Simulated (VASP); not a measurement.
# Ru (P6_3/mmc) in VASP: a series of runs, part 2 of 2

VASP 6.6.1. The steps go on from the part before.

### 4 Single point, r2SCAN, non-collinear spin, typed start, spin-orbit coupling

Contents of POSCAR:

```
Ru
1.0
    2.7061557017      0.0000000000      0.0000000000
   -1.3530778508      2.3435995843      0.0000000000
    0.0000000000      0.0000000000      4.2551733744
Ru
2
Direct
    0.3333333333      0.6666666667      0.2500000000
    0.6666666667      0.3333333333      0.7500000000
```

Contents of INCAR.step1:

```
SYSTEM = Ru
  PREC = Accurate
  ENCUT = 550
  ISMEAR = -1
  SIGMA = 0.05
  LREAL = .False.
  LASPH = .True.
  NELM = 200
  LNONCOLLINEAR = .True.
  MAGMOM = 0 0 1 0 0 1
  LSORBIT = .True.
  GGA_COMPAT = .False.
  LMAXMIX = 4
  NBANDS = 40
  GGA = PE
  ALGO = Normal
  EDIFF = 1E-5
  LWAVE = .True.
  LCHARG = .False.
  KPAR = 4
```

Contents of INCAR.step2:

```
SYSTEM = Ru
  PREC = Accurate
  ENCUT = 550
  EDIFF = 1E-6
  ISMEAR = -1
  SIGMA = 0.05
  LREAL = .False.
  LASPH = .True.
  NELM = 200
  ALGO = Normal
  ISIF = 2
  LWAVE = .False.
  LCHARG = .True.
  LNONCOLLINEAR = .True.
  MAGMOM = 0 0 1 0 0 1
  LORBIT = 11
  LSORBIT = .True.
  GGA_COMPAT = .False.
  LORBMOM = .True.
  LMAXMIX = 4
  METAGGA = R2SCAN
  LMIXTAU = .True.
  LVHAR = .True.
  NBANDS = 40
  ISTART = 1
  KPAR = 4
```

Contents of KPOINTS:

```
regular mesh
0
Gamma
  13 13 8
  0 0 0
```

Potentials or basis: VASP PAW PBE potentials, release 64 (Ru_pv).

Started as:

```bash
$ cat potpaw_PBE.64/Ru_pv/POTCAR > POTCAR
$ cp INCAR.step1 INCAR
$ mpirun -np 4 vasp_ncl > vasp.out
$ cp INCAR.step2 INCAR
$ mpirun -np 4 vasp_ncl > vasp.out
```

OUTCAR:

```text
SYSTEM = Ru
   PREC = Accurate
   ENCUT = 550
   EDIFF = 1E-6
   ISMEAR = -1
   LREAL = .False.
   LASPH = .True.
   NELM = 200
   ISIF = 2
   LNONCOLLINEAR = .True.
   LORBIT = 11
   LSORBIT = .True.
   METAGGA = R2SCAN
   ISTART = 1

 ion  position               nearest neighbor table
   1  0.333  0.667  0.250-   2 2.64   2 2.64   2 2.64   2 2.64   2 2.64   2 2.64
   2  0.667  0.333  0.750-   1 2.64   1 2.64   1 2.64   1 2.64   1 2.64   1 2.64

  LATTYP: Found a hexagonal cell.
 ALAT       =     2.7061557017
 C/A-ratio  =     1.5724052285

  Lattice vectors:

 A1 = (   2.7061557017,   0.0000000000,   0.0000000000)
 A2 = (  -1.3530778508,   2.3435995843,   0.0000000000)
 A3 = (   0.0000000000,   0.0000000000,   4.2551733744)

Analysis of symmetry for initial positions (statically):
=====================================================================
 Subroutine PRICEL returns:
 Original cell was already a primitive cell.

 Routine SETGRP: Setting up the symmetry group for a
 hexagonal supercell.

 Subroutine GETGRP returns: Found 24 space group operations
 (whereof 12 operations were pure point group operations)
 out of a pool of 24 trial point group operations.

The static configuration has the point symmetry D_3d.
 The point group associated with its full space group is D_6h.

Analysis of symmetry for dynamics (positions and initial velocities):
=====================================================================
 Subroutine PRICEL returns:
 Original cell was already a primitive cell.

 Routine SETGRP: Setting up the symmetry group for a
 hexagonal supercell.

 Subroutine GETGRP returns: Found 24 space group operations
 (whereof 12 operations were pure point group operations)
 out of a pool of 24 trial point group operations.

The dynamic configuration has the point symmetry D_3d.
 The point group associated with its full space group is D_6h.

Analysis of structural, dynamic, and magnetic symmetry:
=====================================================================
 Subroutine PRICEL returns:
 Original cell was already a primitive cell.

 Routine SETGRP: Setting up the symmetry group for a
 hexagonal supercell.

 Subroutine GETGRP returns: Found 12 space group operations
 (whereof  6 operations were pure point group operations)
 out of a pool of 24 trial point group operations.

The overall configuration has the point symmetry S_6 .
 The point group associated with its full space group is C_6h.

 Subroutine INISYM returns: Found 12 space group operations
 (whereof  6 operations are pure point group operations),
 and found     1 'primitive' translations

----------------------------------------------------------------------------------------

                                     Primitive cell

  volume of cell :      26.9869

  direct lattice vectors                    reciprocal lattice vectors
     2.706155702  0.000000000  0.000000000     0.369527888  0.213347025  0.000000000
    -1.353077851  2.343599584  0.000000000     0.000000000  0.426694051  0.000000000
     0.000000000  0.000000000  4.255173374     0.000000000  0.000000000  0.235008051
[... 1182 lines left out ...]
  --------------------------------------------------------------------------------------
  -------------------------------------------------------------------------------------
  Total        0.2871477      0.2871477      0.3249617     -0.0000002      0.0000000      0.0000000
  in kB       17.0475668     17.0475668     19.2925358     -0.0000095      0.0000000      0.0000000
  external PRESSURE =      17.7958898 kB  Pullay stress =       0.0000000 kB

 VOLUME and BASIS-vectors are now :
 -----------------------------------------------------------------------------
  energy-cutoff  :      550.00
  volume of cell :       26.99
      direct lattice vectors                 reciprocal lattice vectors
     2.706155702  0.000000000  0.000000000     0.369527888  0.213347025  0.000000000
    -1.353077851  2.343599584  0.000000000     0.000000000  0.426694051  0.000000000
     0.000000000  0.000000000  4.255173374     0.000000000  0.000000000  0.235008051

 POSITION                                       TOTAL-FORCE (eV/Angst)
 -----------------------------------------------------------------------------------
     -0.00000      1.56240      1.06379         0.000000      0.000000      0.000000
      1.35308      0.78120      3.19138        -0.000000      0.000000      0.000000
 -----------------------------------------------------------------------------------
    total drift:                                0.000000     -0.000000      0.000000

  FREE ENERGIE OF THE ION-ELECTRON SYSTEM (eV)
  ---------------------------------------------------
  free  energy   TOTEN  =       -51.1179181401 eV

  energy  without entropy=      -51.1057992820  energy(sigma->0) =      -51.11185871

 orbital moment (x)

 # of ion     p       d       tot
 ----------------------------------------
  1        -0.000  -0.000  -0.000
  2         0.000   0.000   0.000
 ----------------------------------------
            0.000   0.000   0.000

 orbital moment (y)

 # of ion     p       d       tot
 ----------------------------------------
  1        -0.000  -0.000  -0.000
  2         0.000   0.000   0.000
 ----------------------------------------
           -0.000  -0.000  -0.000

 orbital moment (z)

 # of ion     p       d       tot
 ----------------------------------------
  1         0.000   0.000   0.000
  2         0.000   0.000   0.000
 ----------------------------------------
            0.000   0.000   0.000

 Spin-Orbit-Coupling matrix elements

 Ion:    1  E_soc:     -0.2566624
 l=   1
     0.0000000    -0.0353431    -0.0353527
    -0.0353431     0.0000000    -0.0353431
    -0.0353527    -0.0353431     0.0000000
 l=   2
     0.0000000    -0.0015349     0.0000000    -0.0015349    -0.0059913
    -0.0015349     0.0000000    -0.0042892    -0.0015832    -0.0015349
     0.0000000    -0.0042892     0.0000000    -0.0042892     0.0000000
    -0.0015349    -0.0015832    -0.0042892     0.0000000    -0.0015349
    -0.0059913    -0.0015349     0.0000000    -0.0015349     0.0000000
 l=   3
     0.0000000     0.0000000     0.0000000     0.0000000     0.0000000     0.0000000     0.0000000
     0.0000000     0.0000000     0.0000000     0.0000000     0.0000000     0.0000000     0.0000000
     0.0000000     0.0000000     0.0000000     0.0000000     0.0000000     0.0000000     0.0000000
     0.0000000     0.0000000     0.0000000     0.0000000     0.0000000     0.0000000     0.0000000
     0.0000000     0.0000000     0.0000000     0.0000000     0.0000000     0.0000000     0.0000000
     0.0000000     0.0000000     0.0000000     0.0000000     0.0000000     0.0000000     0.0000000
     0.0000000     0.0000000     0.0000000     0.0000000     0.0000000     0.0000000     0.0000000

 Ion:    2  E_soc:     -0.2566624
 l=   1
     0.0000000    -0.0353431    -0.0353527
    -0.0353431     0.0000000    -0.0353431
    -0.0353527    -0.0353431     0.0000000
 l=   2
     0.0000000    -0.0015349     0.0000000    -0.0015349    -0.0059913
    -0.0015349     0.0000000    -0.0042892    -0.0015832    -0.0015349
     0.0000000    -0.0042892     0.0000000    -0.0042892     0.0000000
    -0.0015349    -0.0015832    -0.0042892     0.0000000    -0.0015349
    -0.0059913    -0.0015349     0.0000000    -0.0015349     0.0000000
 l=   3
     0.0000000     0.0000000     0.0000000     0.0000000     0.0000000     0.0000000     0.0000000
     0.0000000     0.0000000     0.0000000     0.0000000     0.0000000     0.0000000     0.0000000
     0.0000000     0.0000000     0.0000000     0.0000000     0.0000000     0.0000000     0.0000000
     0.0000000     0.0000000     0.0000000     0.0000000     0.0000000     0.0000000     0.0000000
     0.0000000     0.0000000     0.0000000     0.0000000     0.0000000     0.0000000     0.0000000
     0.0000000     0.0000000     0.0000000     0.0000000     0.0000000     0.0000000     0.0000000
     0.0000000     0.0000000     0.0000000     0.0000000     0.0000000     0.0000000     0.0000000

 total charge

# of ion       s       p       d       tot
------------------------------------------
    1        0.411   6.323   5.959  12.693
    2        0.411   6.323   5.959  12.693
--------------------------------------------------
tot          0.822  12.645  11.918  25.385

 magnetization (x)

# of ion       s       p       d       tot
------------------------------------------
    1        0.000   0.000   0.000   0.000
    2        0.000   0.000   0.000   0.000
--------------------------------------------------
tot          0.000   0.000   0.000   0.000

 magnetization (y)

# of ion       s       p       d       tot
------------------------------------------
    1        0.000   0.000   0.000   0.000
    2        0.000   0.000   0.000   0.000
--------------------------------------------------
tot          0.000   0.000   0.000   0.000

 magnetization (z)

# of ion       s       p       d       tot
------------------------------------------
    1        0.000  -0.000   0.000   0.000
    2        0.000  -0.000   0.000   0.000
--------------------------------------------------
tot          0.000  -0.000   0.000   0.000
```

Run time: 3.4 min. Hardware: 4 MPI ranks of Intel Xeon Platinum 8488C (Sapphire Rapids), shared host; peak memory 0.41 GiB.

What came out:

- Free energy: -51.1179 eV
- Pressure: 1.8 GPa
- Net moment: 0.00 μB per cell
- Valence electrons inside the program's atomic spheres: Ru 12.69

Moments on the atoms (μB; x, y, z):
```
Ru  0.00 0.00 0.00
Ru  0.00 0.00 0.00
```

Caveat: the PAW data sets were made with another functional, which shifts forces and pressure a little.

### 5 Single point, r2SCAN

Contents of POSCAR:

```
Ru
1.0
    2.7059477279      0.0000000000      0.0000000000
   -1.3529738639      2.3434194737      0.0000000000
    0.0000000000      0.0000000000      4.2579056513
Ru
2
Direct
    0.3333333333      0.6666666667      0.2500000000
    0.6666666667      0.3333333333      0.7500000000
```

Contents of INCAR.step1:

```
PREC = Accurate ; ENCUT = 620
ISMEAR = -1 ; SIGMA = 0.1
LREAL = F ; LASPH = T
NELM = 120 ; NBANDS = 23
GGA = PE ; ALGO = Normal
EDIFF = 1E-5 ; LWAVE = T
LCHARG = F ; GGA_COMPAT = F
```

Contents of INCAR.step2:

```
PREC = Accurate ; ENCUT = 620
EDIFF = 1E-6 ; ISMEAR = -1
SIGMA = 0.1 ; LREAL = F
LASPH = T ; NELM = 120
ALGO = Normal ; ISIF = 2
LWAVE = F ; LCHARG = F
METAGGA = R2SCAN ; LMIXTAU = T
NBANDS = 23 ; ISTART = 1
GGA_COMPAT = F
```

Contents of KPOINTS:

```
Automatic mesh
0
Gamma
  3 3 2
```

Potentials or basis: VASP PAW PBE potentials, release 64 (Ru_sv).

Started as:

```bash
$ cat potpaw_PBE.64/Ru_sv/POTCAR > POTCAR
$ cp INCAR.step1 INCAR
$ mpirun -np 1 vasp_std > vasp.out
$ cp INCAR.step2 INCAR
$ mpirun -np 1 vasp_std > vasp.out
```

It took 22 s on 1 thread of AMD EPYC 7R13 (Zen 3), shared host; peak memory 0.12 GiB.

The run converged. Its results:

- Free energy: -50.0605 eV
- Pressure: 9.3 GPa
- Band gap on the k mesh: zero (bands 16 and 17 overlap by 2.62 eV)

Stress tensor (GPa, compression positive):
```
 26.70   0.00   0.00
  0.00  26.70   0.00
  0.00   0.00 -25.52
```

Levels at points of the mesh, in eV from the Fermi level:
```
           k point  band 12  band 13  band 14  band 15  band 16  band 17  band 18  band 19  band 20  band 21
(0.00, 0.00, 0.00)    -3.12    -2.90    -2.40    -2.40    -1.95    -1.95     0.81     0.81     0.99    10.51
(0.00, 0.00, 0.50)    -3.32    -3.32    -3.32    -3.24    -3.24     0.15     0.15     0.15     0.15    14.61
```

Caveat: the k points lie up to 0.89 Å⁻¹ apart, too coarse for converged energies and pressures of a metal; the PAW data sets were made with another functional, which shifts forces and pressure a little.

### 6 Single point, r2SCAN

POSCAR is that of step 5.

Contents of INCAR.step1:

```
SYSTEM = Ru
PREC = Accurate ; ENCUT = 620
ISMEAR = -1 ; SIGMA = 0.1
LREAL = .False. ; LASPH = .True.
NELM = 120 ; NBANDS = 23
GGA = PE ; ALGO = Normal
EDIFF = 1E-5 ; LWAVE = .True.
LCHARG = .False. ; GGA_COMPAT = .False.
```

Contents of INCAR.step2:

```
SYSTEM = Ru
PREC = Accurate ; ENCUT = 620
EDIFF = 1E-6 ; ISMEAR = -1
SIGMA = 0.1 ; LREAL = .False.
LASPH = .True. ; NELM = 120
ALGO = Normal ; ISIF = 2
LWAVE = .False. ; LCHARG = .False.
METAGGA = R2SCAN ; LMIXTAU = .True.
NBANDS = 23 ; ISTART = 1
GGA_COMPAT = .False.
```

Contents of KPOINTS:

```
Automatic mesh
0
Gamma
  2 2 1
  0 0 0
```

Potentials or basis: VASP PAW PBE potentials, release 64 (Ru_sv).

Started as:

```bash
$ cat potpaw_PBE.64/Ru_sv/POTCAR > POTCAR
$ cp INCAR.step1 INCAR
$ mpirun -np 1 vasp_std > vasp.out
$ cp INCAR.step2 INCAR
$ mpirun -np 1 vasp_std > vasp.out
```

Wall time 8.2 s (1 thread of Intel Xeon 6975P-C (Granite Rapids), shared host); peak memory 0.15 GiB.

Results (log left out):

```yaml
Free_energy: -50.5069 eV
Pressure: 7.5 GPa
Band_gap_on_the_k_mesh: zero (bands 16 and 17 overlap by 2.71 eV)
```

Stress tensor (GPa, compression positive):
```
 4.47  0.00  0.00
 0.00  4.47  0.00
 0.00  0.00 13.65
```

Levels at points of the mesh, in eV from the Fermi level:
```csv
k point,band 12,band 13,band 14,band 15,band 16,band 17,band 18,band 19,band 20,band 21
"(0.00, 0.00, 0.00)",-4.21,-3.69,-3.48,-3.48,-2.67,-2.67,0.09,0.09,0.14,9.61
"(0.50, 0.00, 0.00)",-4.39,-3.35,-3.23,-2.82,0.04,0.48,0.89,2.97,5.06,10.15
```

Caveat: the k points lie up to 1.48 Å⁻¹ apart, too coarse for converged energies and pressures of a metal; the PAW data sets were made with another functional, which shifts forces and pressure a little.

### 7 Single point, r2SCAN

POSCAR is that of step 6.

Contents of INCAR.step1:

```
SYSTEM = Ru
ALGO = Normal
EDIFF = 1E-5
ENCUT = 620
GGA = PE
GGA_COMPAT = .FALSE.
ISMEAR = -1
LASPH = .TRUE.
LCHARG = .FALSE.
LREAL = .FALSE.
LWAVE = .TRUE.
NBANDS = 23
NELM = 120
PREC = Accurate
SIGMA = 0.1
```

Contents of INCAR.step2:

```
SYSTEM = Ru
ALGO = Normal
EDIFF = 1E-6
ENCUT = 620
GGA_COMPAT = .FALSE.
ISIF = 2
ISMEAR = -1
ISTART = 1
LASPH = .TRUE.
LCHARG = .TRUE.
LELF = .TRUE.
LMIXTAU = .TRUE.
LREAL = .FALSE.
LVHAR = .TRUE.
LWAVE = .FALSE.
METAGGA = R2SCAN
NBANDS = 23
NELM = 120
PREC = Accurate
SIGMA = 0.1
```

Contents of KPOINTS:

```
k-points
0
G
  5 5 3
  0 0 0
```

Started as:

```bash
$ cat potpaw_PBE.64/Ru_sv/POTCAR > POTCAR
$ cp INCAR.step1 INCAR
$ mpirun -np 1 vasp_std > vasp.out
$ cp INCAR.step2 INCAR
$ mpirun -np 1 vasp_std > vasp.out
```

Run time: 21 s. Hardware: 1 thread of AMD EPYC 9R45 (Zen 5), shared host; peak memory 0.12 GiB.

The run converged. Its results:

- Free energy: -50.9824 eV
- Pressure: -0.8 GPa
- Band gap on the k mesh: zero (bands 16 and 17 overlap by 2.59 eV)

Stress tensor (GPa, compression positive):
```
-3.83  0.00  0.00
 0.00 -3.83  0.00
 0.00  0.00  5.20
```

Levels at points of the mesh, in eV from the Fermi level:
```tsv
k point	band 14	band 15	band 16	band 17	band 18	band 19
(0.00, 0.00, 0.00)	-2.05	-2.05	-1.55	-1.55	1.22	1.22
```

Caveat: the k points lie up to 0.54 Å⁻¹ apart, too coarse for converged energies and pressures of a metal; the PAW data sets were made with another functional, which shifts forces and pressure a little.

### 8 Summary

```tsv
potentials or basis	spin	cell	k mesh	cutoff (eV)	smearing	gap on the mesh (eV)	pressure (GPa)	moment (μB)
VASP PAW PBE potentials, release 64 (Ru_pv)	collinear, ferromagnetic start	a = 2.706, b = 2.706, c = 4.255 Å, angles 90.0, 90.0, 120.0°, 2 atoms	13 × 13 × 8	520	fermi-dirac 0.05 eV	none	1.5	0.00
VASP PAW PBE potentials, release 64 (Ru_pv)	collinear, ferromagnetic start	a = 2.670, b = 2.670, c = 4.198 Å, angles 90.0, 90.0, 120.0°, 2 atoms	22 × 22 × 12	550	fermi-dirac 0.05 eV	none	17.1	0.00
VASP PAW PBE potentials, release 64 (Ru_pv)	non-collinear, typed start, SOC	a = 2.706, b = 2.706, c = 4.255 Å, angles 90.0, 90.0, 120.0°, 2 atoms	13 × 13 × 8	550	fermi-dirac 0.05 eV	-	1.8	0.00
VASP PAW PBE potentials, release 64 (Ru_sv)	off	a = 2.706, b = 2.706, c = 4.258 Å, angles 90.0, 90.0, 120.0°, 2 atoms	3 × 3 × 2	620	fermi-dirac 0.1 eV	none	9.3	-
VASP PAW PBE potentials, release 64 (Ru_sv)	off	a = 2.706, b = 2.706, c = 4.258 Å, angles 90.0, 90.0, 120.0°, 2 atoms	2 × 2 × 1	620	fermi-dirac 0.1 eV	none	7.5	-
VASP PAW PBE potentials, release 64 (Ru_sv)	off	a = 2.706, b = 2.706, c = 4.258 Å, angles 90.0, 90.0, 120.0°, 2 atoms	5 × 5 × 3	620	fermi-dirac 0.1 eV	none	-0.8	-
```

Alike in all rows: task single point; level r2SCAN.

Caveats: some runs use coarse meshes; the PAW data sets were made with another functional, which shifts forces and pressure a little; an empty level that is flat over the whole mesh can mark a ghost state of the potentials, or a narrow d or f band (at least some runs); the cell stands under pressure (at least some runs).

Total energies depend on the potentials used, so only differences within one code and one set of settings carry meaning.
